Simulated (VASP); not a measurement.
Wanted: the native input for a VASP 6.6.1 run.

| Quantity | Value |
| --- | --- |
| Task | single point |
| Functional | PBEsol |
| Potentials or basis | VASP PAW PBE potentials, release 64 (Al, Cu) |
| Cutoff | 520 eV |
| k mesh | 12 × 12 × 8 |
| Occupations | gaussian, width 0.02 eV |
| Spin | no spin polarisation |
| Dipole correction | no |
| Further INCAR settings | ALGO = Fast; EDIFF = 1e-06; NBANDS = 24 |

The structure of Al3Cu2 lies in POSCAR:

```
Al3Cu2
1.0
    4.0919516368      0.0000000000      0.0000000000
   -2.0459758184      3.5437340685      0.0000000000
    0.0000000000      0.0000000000      4.9927787000
Al Cu
3 2
Direct
    0.0000000000      0.0000000000      0.0000000000
    0.3333333333      0.6666666667      0.3499253500
    0.6666666667      0.3333333333      0.6500746500
    0.3333333333      0.6666666667      0.8395121300
    0.6666666667      0.3333333333      0.1604878700
```

These files were run (other wordings do the same):

INCAR

```
PREC     = Accurate       # precision mode
ENCUT    = 520            # plane-wave cutoff, eV
EDIFF    = 1E-6           # SCF threshold, eV
ISMEAR   = 0              # smearing method
SIGMA    = 0.02           # smearing width, eV
LREAL    = F              # projectors in reciprocal space
LASPH    = T              # aspherical terms in the spheres
NELM     = 80             # most SCF steps
ALGO     = Fast           # electronic algorithm
ISIF     = 2              # what is computed and relaxed
LWAVE    = F              # write WAVECAR
LCHARG   = T              # write CHGCAR
GGA      = PS             # functional
LELF     = T              # ELF
LVHAR    = T            
NBANDS   = 24             # bands
```

KPOINTS

```
Automatic mesh
0
Gamma
  12 12 8
```

Potentials or basis: VASP PAW PBE potentials, release 64 (Al, Cu).

The run is started by

```console
$ cat potpaw_PBE.64/Al/POTCAR potpaw_PBE.64/Cu/POTCAR > POTCAR
$ mpirun -np 1 vasp_std > vasp.out
```

Results of the run:

The pressure is -1.2 GPa and the largest force is 0.056 eV/Å.

Caveat: the PAW data sets were made with another functional, which shifts forces and pressure a little.

It took 3 min on 1 thread of Intel(R) Xeon(R) 6975P-C (Granite Rapids) (shared host), peak memory 0.32 GiB.
